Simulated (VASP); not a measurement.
# Nb (Im-3m) in VASP: notebook

Nb is run at these levels: LDA; tasks: single point.

Everything below comes from runs of VASP 6.6.1. Logs are shortened: lines on timing, memory, paths and dates and some standing lists are left out, and cuts for length are marked.

## (1) The cell of the first run

The structure is cubic, space group Im-3m (No. 229). Conventional cell: a = 3.157 Å, b = 3.157 Å, c = 3.157 Å, α = 90.00°, β = 90.00°, γ = 90.00°. Nb (site symmetry m-3m) has 14 Nb at 2.73 to 3.16 Å within 3.6 Å.

## (2) Single point, LDA (volume scaled by 0.92)

INCAR reads:

```
SYSTEM = Nb
PREC     = Accurate       ! precision mode
ENCUT    = 520            ! plane-wave cutoff, eV
EDIFF    = 1E-6           ! SCF threshold, eV
ISMEAR   = -1             ! smearing method
SIGMA    = 0.1            ! smearing width, eV
LREAL    = .FALSE.        ! projectors in reciprocal space
LASPH    = .TRUE.         ! aspherical terms in the spheres
NELM     = 80             ! most SCF steps
ALGO     = Normal         ! electronic algorithm
ISIF     = 2              ! what is computed and relaxed
LWAVE    = .FALSE.        ! write WAVECAR
LCHARG   = .FALSE.        ! write CHGCAR
GGA      = CA             ! functional
NBANDS   = 12             ! bands
```

KPOINTS reads:

```
Automatic mesh
0
G
  22 22 22
  0 0 0
```

POSCAR reads:

```
Nb
1.0
   -1.5786189546      1.5786189546      1.5786189546
    1.5786189546     -1.5786189546      1.5786189546
    1.5786189546      1.5786189546     -1.5786189546
Nb
1
Direct
    0.0000000000      0.0000000000      0.0000000000
```

Potentials or basis: VASP PAW LDA potentials, release 64 (Nb_sv).

Command:

```console
$ cat potpaw_LDA.64/Nb_sv/POTCAR > POTCAR
$ mpirun -np 1 vasp_std > vasp.out
```

OUTCAR:

```text
SYSTEM = Nb
   PREC = Accurate
   ENCUT = 520
   EDIFF = 1E-6
   ISMEAR = -1
   LREAL = .FALSE.
   LASPH = .TRUE.
   NELM = 80
   ISIF = 2
   GGA = CA

 ion  position               nearest neighbor table
   1  0.000  0.000  0.000-

  LATTYP: Found a body centered cubic cell.
 ALAT       =     3.1572379092

  Lattice vectors:

 A1 = (  -1.5786189546,   1.5786189546,   1.5786189546)
 A2 = (   1.5786189546,  -1.5786189546,   1.5786189546)
 A3 = (   1.5786189546,   1.5786189546,  -1.5786189546)

Analysis of symmetry for initial positions (statically):
=====================================================================
 Subroutine PRICEL returns:
 Original cell was already a primitive cell.

 Routine SETGRP: Setting up the symmetry group for a
 body centered cubic supercell.

 Subroutine GETGRP returns: Found 48 space group operations
 (whereof 48 operations were pure point group operations)
 out of a pool of 48 trial point group operations.

The static configuration has the point symmetry O_h .

Analysis of symmetry for dynamics (positions and initial velocities):
=====================================================================
 Subroutine PRICEL returns:
 Original cell was already a primitive cell.

 Routine SETGRP: Setting up the symmetry group for a
 body centered cubic supercell.

 Subroutine GETGRP returns: Found 48 space group operations
 (whereof 48 operations were pure point group operations)
 out of a pool of 48 trial point group operations.

The dynamic configuration has the point symmetry O_h .

 Subroutine INISYM returns: Found 48 space group operations
 (whereof 48 operations are pure point group operations),
 and found     1 'primitive' translations

----------------------------------------------------------------------------------------

                                     Primitive cell

  volume of cell :      15.7359

  direct lattice vectors                    reciprocal lattice vectors
    -1.578618955  1.578618955  1.578618955     0.000000000  0.316732546  0.316732546
     1.578618955 -1.578618955  1.578618955     0.316732546  0.000000000  0.316732546
     1.578618955  1.578618955 -1.578618955     0.316732546  0.316732546  0.000000000

  length of vectors
     2.734248235  2.734248235  2.734248235     0.447927462  0.447927462  0.447927462

[... 77 lines left out ...]
   NELM   =     80;   NELMIN=  2; NELMDL= -5     # of ELM steps
   EDIFF  = 0.1E-05   stopping-criterion for ELM
   LREAL  =      F    real-space projection
   EDIFFG = 0.1E-04   stopping-criterion for IOM
   NSW    =      0    number of steps for IOM
   IBRION =     -1    ionic relax: 0-MD 1-quasi-New 2-CG
   NFREE  =      0    steps in history (QN), initial steepest desc. (CG)
   ISIF   =      2    stress and relaxation
   ISYM   =      2    0-nonsym 1-usesym 2-fastsym
   POTIM  = 0.5000    time-step for ionic-motion
   TEBEG  =    0.0;   TEEND  =   0.0 temperature during run
   PSTRESS=    0.0 pullay stress
   NELECT =      13.0000    total number of electrons
   NUPDOWN=      -1.0000    fix difference up-down
   EMIN   =  10.00;   EMAX   =-10.00  energy-range for DOS
   EFERMI =   0.00;   METHOD = LEGACY
   ISMEAR =    -1;   SIGMA  =   0.10  broadening in eV -4-tet -1-fermi 0-gaus
   EFERMI_NEDOS =   21; number of points for ismear=-14 and -15
   IALGO  =     38    algorithm
   IMIX   =      4    mixing-type and parameters
     AMIX     =   0.40;   BMIX     =  1.00
     AMIX_MAG =   1.60;   BMIX_MAG =  1.00
  volume/ion in A,a.u.               =      15.74       106.19
  Fermi-wavevector in a.u.,A,eV,Ry     =   1.536121  2.902847 32.105211  2.359666
  Thomas-Fermi vector in A             =   2.642814
   LORBIT       =      0    0 simple, 1 ext, 2 COOP (PROOUT), +10 PAW based schemes
   GGA     = CA    functional components
   LHFCALC =     F    Hartree Fock is set to
   AEXX    =    0.0000 exact exchange contribution
   IVDW    =     0    specifies the selected vdW correction
   LEPSILON=     F    determine dielectric tensor
   LRPA    =     F    only Hartree local field effects (RPA)
 non-spin polarized calculation
  energy-cutoff  :      520.00
  volume of cell :       15.74
 maximum number of plane-waves:       438
   NGX = 11   NGY = 11   NGZ = 11

 number of electron      13.0000002 magnetization

 Free energy of the ion-electron system (eV)
  ---------------------------------------------------
  ext. energy  EPLUGINS =         0.00000000
  ---------------------------------------------------
  free energy    TOTEN  =       -11.20163518 eV

  energy without entropy =      -11.15998834  energy(sigma->0) =      -11.18081176

 E-fermi :  13.0321     XC(G=0): -13.4238

 val. band max:       13.0291047405   @ k =  -0.2727   0.4091   0.1364
 cond. band min:      13.0343378652   @ k =  -0.3636   0.4091   0.1818
 fundamental gap:      0.0052331247
 Fermi energy:        13.0321295801

 k-point     1 :       0.0000    0.0000    0.0000
  band No.  band energies     occupation
      1     -40.9639      2.00000
      2     -16.0419      2.00000
      3     -16.0419      2.00000
      4     -16.0419      2.00000
      5       6.8908      2.00000
      6      13.2731      0.16490
      7      13.2731      0.16490
      8      13.2731      0.16490
      9      16.6495      0.00000
     10      16.6495      0.00000
     11      27.5732      0.00000
     12      27.5732      0.00000
[... 331 lines left out ...]
 k-point    24 :       0.1364    0.0909    0.0000
  band No.  band energies     occupation
      1     -40.8223      2.00000
      2     -16.7807      2.00000
      3     -16.2319      2.00000
      4     -16.1021      2.00000
      5       8.5145      2.00000
      6      12.4208      1.99558
      7      12.6150      1.96961
      8      15.2037      0.00000
      9      15.6587      0.00000
     10      16.9235      0.00000
     11      28.8509      0.00000
     12      30.0008      0.00000

 [... further k-points ...]
[... 5 lines left out ...]
  --------------------------------------------------------------------------------------
  -------------------------------------------------------------------------------------
  Total        1.8433397      1.8433397      1.8433397      0.0000000      0.0000000     -0.0000000
  in kB      187.6826039    187.6826039    187.6826039      0.0000000      0.0000000     -0.0000000
  external PRESSURE =     187.6826039 kB  Pullay stress =       0.0000000 kB

 VOLUME and BASIS-vectors are now :
 -----------------------------------------------------------------------------
  energy-cutoff  :      520.00
  volume of cell :       15.74
      direct lattice vectors                 reciprocal lattice vectors
    -1.578618955  1.578618955  1.578618955     0.000000000  0.316732546  0.316732546
     1.578618955 -1.578618955  1.578618955     0.316732546  0.000000000  0.316732546
     1.578618955  1.578618955 -1.578618955     0.316732546  0.316732546  0.000000000

 POSITION                                       TOTAL-FORCE (eV/Angst)
 -----------------------------------------------------------------------------------
      0.00000      0.00000      0.00000         0.000000      0.000000     -0.000000
 -----------------------------------------------------------------------------------
    total drift:                                0.000000      0.000000      0.000000

  FREE ENERGIE OF THE ION-ELECTRON SYSTEM (eV)
  ---------------------------------------------------
  free  energy   TOTEN  =       -11.2016351828 eV

  energy  without entropy=      -11.1599883355  energy(sigma->0) =      -11.18081176
```

OSZICAR:

```text
N       E                     dE             d eps       ncg     rms          rms(c)
DAV:   1     0.125108402750E+03    0.12511E+03   -0.73300E+03  7952   0.111E+03
DAV:   2    -0.619031328705E+01   -0.13130E+03   -0.12608E+03  8424   0.418E+02
DAV:   3    -0.112833652620E+02   -0.50931E+01   -0.48199E+01 11960   0.741E+01
DAV:   4    -0.115276646851E+02   -0.24430E+00   -0.24207E+00 11296   0.137E+01
DAV:   5    -0.115358657239E+02   -0.82010E-02   -0.81975E-02 11772   0.226E+00    0.873E+00
DAV:   6    -0.112304336128E+02    0.30543E+00   -0.47646E-01 12972   0.929E+00    0.330E+00
DAV:   7    -0.111967244678E+02    0.33709E-01   -0.15189E-01 13024   0.513E+00    0.882E-01
DAV:   8    -0.112015865281E+02   -0.48621E-02   -0.12598E-02  9712   0.144E+00    0.280E-02
DAV:   9    -0.112016326642E+02   -0.46136E-04   -0.93550E-04 12308   0.284E-01    0.439E-02
DAV:  10    -0.112016398344E+02   -0.71701E-05   -0.24966E-05 10168   0.447E-02    0.319E-02
DAV:  11    -0.112016353158E+02    0.45185E-05   -0.14518E-05 10200   0.662E-02    0.509E-03
DAV:  12    -0.112016351828E+02    0.13298E-06   -0.37025E-07  6308   0.897E-03
   1 F= -.11201635E+02 E0= -.11180812E+02  d E =-.416468E-01
```

stdout:

```text
POSCAR found type information on POSCAR Nb
 POSCAR found :  1 types and       1 ions
 scaLAPACK will be used
 LDA part: xc-table for (Slater(with rela. corr.)+CA(PZ))
 , standard interpolation
 POSCAR, INCAR and KPOINTS ok, starting setup
 FFT: planning ... GRIDC
 FFT: planning ... GRID_SOFT
 FFT: planning ... GRID
 WAVECAR not read
 entering main loop
```

Wall time 19 s (1 thread of Intel Xeon 6975P-C (Granite Rapids), shared host); peak memory 0.16 GiB.

Results:

- Free energy: -11.2016 eV
- Pressure: 18.8 GPa

Caveat: the cell differs from its parent crystal (volume scaled by 0.92).

## (3) Single point, LDA (volume scaled by 0.96)

INCAR reads:

```
PREC     = Accurate       # precision mode
ENCUT    = 520            # plane-wave cutoff, eV
EDIFF    = 1E-7           # SCF threshold, eV
ISMEAR   = -1             # smearing method
SIGMA    = 0.1            # smearing width, eV
LREAL    = F              # projectors in reciprocal space
LASPH    = T              # aspherical terms in the spheres
NELM     = 100            # most SCF steps
ALGO     = Normal         # electronic algorithm
ISIF     = 2              # what is computed and relaxed
LWAVE    = F              # write WAVECAR
LCHARG   = T              # write CHGCAR
LELF     = T              # ELF
LVHAR    = T            
NBANDS   = 12             # bands
```

KPOINTS reads:

```
Automatic mesh
0
Gamma
  22 22 22
```

POSCAR reads:

```
Nb
1.0
   -1.6011737012      1.6011737012      1.6011737012
    1.6011737012     -1.6011737012      1.6011737012
    1.6011737012      1.6011737012     -1.6011737012
Nb
1
Direct
    0.0000000000      0.0000000000      0.0000000000
```

Potentials or basis: VASP PAW LDA potentials, release 64 (Nb_sv).

Command:

```console
$ cat potpaw_LDA.64/Nb_sv/POTCAR > POTCAR
$ mpirun -np 1 vasp_std > vasp.out
```

Wall time 20 s (1 thread of Intel Xeon 6975P-C (Granite Rapids), shared host); peak memory 0.18 GiB.

It converged, with:

* Free energy: -11.2604 eV
* Pressure: 8.7 GPa

Levels at points of the mesh, in eV from the Fermi level:
```tsv
k point	band 4	band 5	band 6	band 7	band 8	band 9
(0.00, 0.00, 0.00)	-29.21	-6.08	0.28	0.28	0.28	3.50
(0.50, 0.00, 0.00)	-29.23	-4.16	-2.00	2.83	3.60	4.36
(0.50, 0.50, 0.50)	-30.44	-4.33	-4.33	6.26	6.26	6.26
```

Caveat: the cell differs from its parent crystal (volume scaled by 0.96).

## (4) Single point, LDA

This run uses another cell than the first one, of 17.10 Å³/atom, 1.087 times its volume.

INCAR reads:

```
SYSTEM = Nb
PREC = Accurate ; ENCUT = 520
EDIFF = 1E-6 ; ISMEAR = -1
SIGMA = 0.1 ; LREAL = .FALSE.
LASPH = .TRUE. ; NELM = 80
ALGO = Normal ; ISIF = 2
LWAVE = .FALSE. ; LCHARG = .FALSE.
GGA = CA ; NBANDS = 12
```

KPOINTS reads:

```
Automatic mesh
0
G
  22 22 22
  0 0 0
```

POSCAR reads:

```
Nb
1.0
   -1.6231103134      1.6231103134      1.6231103134
    1.6231103134     -1.6231103134      1.6231103134
    1.6231103134      1.6231103134     -1.6231103134
Nb
1
Direct
    0.0000000000      0.0000000000      0.0000000000
```

Command:

```console
$ cat potpaw_LDA.64/Nb_sv/POTCAR > POTCAR
$ mpirun -np 1 vasp_std > vasp.out
```

Run time: 19 s. Hardware: 1 thread of Intel Xeon 6975P-C (Granite Rapids), shared host; peak memory 0.17 GiB.

It converged, with:

```
Free energy : -11.2798 eV
Pressure    : 0.3 GPa
```

Levels at points of the mesh, in eV from the Fermi level:
```csv
k point,band 4,band 5,band 6,band 7,band 8,band 9
"(0.00, 0.00, 0.00)",-29.35,-6.02,0.31,0.31,0.31,3.39
"(0.50, 0.00, 0.00)",-29.37,-3.96,-1.85,2.60,3.46,4.18
"(0.50, 0.50, 0.50)",-30.44,-4.06,-4.06,5.97,5.97,5.97
```

## (5) Single point, LDA

This run uses another cell than the first one, of 17.10 Å³/atom, 1.087 times its volume.

INCAR reads:

```
SYSTEM = Nb
PREC = Accurate
ENCUT = 520
EDIFF = 1E-6
ISMEAR = -1
SIGMA = 0.1
LREAL = .False.
LASPH = .True.
NELM = 60
ALGO = Normal
ISIF = 2
LWAVE = .False.
LCHARG = .False.
NBANDS = 12
```

KPOINTS reads:

```
regular mesh
0
Gamma
  22 22 22
  0 0 0
```

POSCAR is that of step 4.

Potentials or basis: VASP PAW LDA potentials, release 64 (Nb_sv).

Command:

```console
$ cat potpaw_LDA.64/Nb_sv/POTCAR > POTCAR
$ mpirun -np 1 vasp_std > vasp.out
```

OUTCAR:

```text
SYSTEM = Nb
   PREC = Accurate
   ENCUT = 520
   EDIFF = 1E-6
   ISMEAR = -1
   LREAL = .False.
   LASPH = .True.
   NELM = 60
   ISIF = 2

 ion  position               nearest neighbor table
   1  0.000  0.000  0.000-

  LATTYP: Found a body centered cubic cell.
 ALAT       =     3.2462206268

  Lattice vectors:

 A1 = (  -1.6231103134,   1.6231103134,   1.6231103134)
 A2 = (   1.6231103134,  -1.6231103134,   1.6231103134)
 A3 = (   1.6231103134,   1.6231103134,  -1.6231103134)

Analysis of symmetry for initial positions (statically):
=====================================================================
 Subroutine PRICEL returns:
 Original cell was already a primitive cell.

 Routine SETGRP: Setting up the symmetry group for a
 body centered cubic supercell.

 Subroutine GETGRP returns: Found 48 space group operations
 (whereof 48 operations were pure point group operations)
 out of a pool of 48 trial point group operations.

The static configuration has the point symmetry O_h .

Analysis of symmetry for dynamics (positions and initial velocities):
=====================================================================
[... 160 lines left out ...]
 fundamental gap:      0.0042370206
 Fermi energy:        11.7435905510

 k-point     1 :       0.0000    0.0000    0.0000
  band No.  band energies     occupation
      1     -42.2774      2.00000
      2     -17.6036      2.00000
      3     -17.6036      2.00000
      4     -17.6036      2.00000
      5       5.7211      2.00000
      6      12.0532      0.08652
      7      12.0532      0.08652
      8      12.0532      0.08652
      9      15.1312      0.00000
     10      15.1312      0.00000
     11      26.1082      0.00000
     12      26.1082      0.00000
[... 331 lines left out ...]
 k-point    24 :       0.1364    0.0909    0.0000
  band No.  band energies     occupation
      1     -42.1742      2.00000
      2     -18.1757      2.00000
      3     -17.7516      2.00000
      4     -17.6494      2.00000
      5       7.2247      2.00000
      6      11.2930      1.97815
      7      11.4626      1.88639
      8      13.7759      0.00000
      9      14.2614      0.00000
     10      15.3688      0.00000
     11      27.2080      0.00000
     12      28.1370      0.00000

 [... further k-points ...]
[... 5 lines left out ...]
  --------------------------------------------------------------------------------------
  -------------------------------------------------------------------------------------
  Total        0.0313812      0.0313812      0.0313812     -0.0000000     -0.0000000      0.0000000
  in kB        2.9395142      2.9395142      2.9395142     -0.0000000     -0.0000000      0.0000000
  external PRESSURE =       2.9395142 kB  Pullay stress =       0.0000000 kB

 VOLUME and BASIS-vectors are now :
 -----------------------------------------------------------------------------
  energy-cutoff  :      520.00
  volume of cell :       17.10
      direct lattice vectors                 reciprocal lattice vectors
    -1.623110313  1.623110313  1.623110313     0.000000000  0.308050535  0.308050535
     1.623110313 -1.623110313  1.623110313     0.308050535  0.000000000  0.308050535
     1.623110313  1.623110313 -1.623110313     0.308050535  0.308050535  0.000000000

 POSITION                                       TOTAL-FORCE (eV/Angst)
 -----------------------------------------------------------------------------------
      0.00000      0.00000      0.00000         0.000000      0.000000      0.000000
 -----------------------------------------------------------------------------------
    total drift:                                0.000000      0.000000      0.000000

  FREE ENERGIE OF THE ION-ELECTRON SYSTEM (eV)
  ---------------------------------------------------
  free  energy   TOTEN  =       -11.2797791969 eV

  energy  without entropy=      -11.2336010564  energy(sigma->0) =      -11.25669013
```

stdout:

```text
POSCAR found type information on POSCAR Nb
 POSCAR found :  1 types and       1 ions
 scaLAPACK will be used
 LDA part: xc-table for (Slater(with rela. corr.)+CA(PZ))
 , standard interpolation
 POSCAR, INCAR and KPOINTS ok, starting setup
 FFT: planning ... GRIDC
 FFT: planning ... GRID_SOFT
 FFT: planning ... GRID
 WAVECAR not read
 entering main loop
```

Run time: 20 s. Hardware: 1 thread of Intel Xeon 6975P-C (Granite Rapids), shared host; peak memory 0.17 GiB.

What came out:

* Free energy: -11.2798 eV
* Pressure: 0.3 GPa

Levels at points of the mesh, in eV from the Fermi level:
```tsv
k point	band 2	band 3	band 4	band 5	band 6	band 7	band 8	band 9	band 10	band 11
(0.00, 0.00, 0.00)	-29.35	-29.35	-29.35	-6.02	0.31	0.31	0.31	3.39	3.39	14.36
(0.50, 0.00, 0.00)	-30.96	-29.85	-29.37	-3.96	-1.85	2.60	3.46	4.18	6.82	11.80
(0.50, 0.50, 0.50)	-30.44	-30.44	-30.44	-4.06	-4.06	5.97	5.97	5.97	9.52	9.52
```

## (6) Single point, LDA (volume scaled by 1.04)

INCAR reads:

```
SYSTEM = Nb
ALGO = Normal ; EDIFF = 1E-6
ENCUT = 520 ; ISIF = 2
ISMEAR = -1 ; LASPH = .TRUE.
LCHARG = .FALSE. ; LREAL = .FALSE.
LWAVE = .FALSE. ; NBANDS = 12
NELM = 60 ; PREC = Accurate
SIGMA = 0.1
```

KPOINTS reads:

```
k-points
0
G
  22 22 22
  0 0 0
```

POSCAR reads:

```
Nb
1.0
   -1.6444694775      1.6444694775      1.6444694775
    1.6444694775     -1.6444694775      1.6444694775
    1.6444694775      1.6444694775     -1.6444694775
Nb
1
Direct
    0.0000000000      0.0000000000      0.0000000000
```

Potentials or basis: VASP PAW LDA potentials, release 64 (Nb_sv).

Command:

```console
$ cat potpaw_LDA.64/Nb_sv/POTCAR > POTCAR
$ mpirun -np 1 vasp_std > vasp.out
```

Run time: 20 s. Hardware: 1 thread of Intel Xeon 6975P-C (Granite Rapids), shared host; peak memory 0.18 GiB.

It converged, with:

- Free energy: -11.2664 eV
- Pressure: -6.7 GPa

Levels at points of the mesh, in eV from the Fermi level:
```
           k point  band 3  band 4  band 5  band 6  band 7  band 8  band 9  band 10
(0.00, 0.00, 0.00)  -29.48  -29.48   -5.96    0.33    0.33    0.33    3.27     3.27
(0.50, 0.00, 0.00)  -29.93  -29.49   -3.79   -1.73    2.40    3.31    4.00     6.49
(0.50, 0.50, 0.50)  -30.46  -30.46   -3.82   -3.82    5.69    5.69    5.69     9.17
```

Caveat: the cell differs from its parent crystal (volume scaled by 1.04).

## (7) Summary

```csv
cell,gap on the mesh (eV),pressure (GPa)
"a = 2.734 Å, angles 109.5°, 1 atom",none,18.8
"a = 2.773 Å, angles 109.5°, 1 atom",none,8.7
"a = 2.811 Å, angles 109.5°, 1 atom",none,0.3
"a = 2.848 Å, angles 109.5°, 1 atom",none,-6.7
```

Alike in all rows: task single point; level LDA; potentials or basis VASP PAW LDA potentials, release 64 (Nb_sv); no spin polarisation; k mesh 22 × 22 × 22; cutoff (eV) 520; smearing fermi-dirac 0.1 eV.

Total energies depend on the potentials used, so only differences within one code and one set of settings carry meaning.
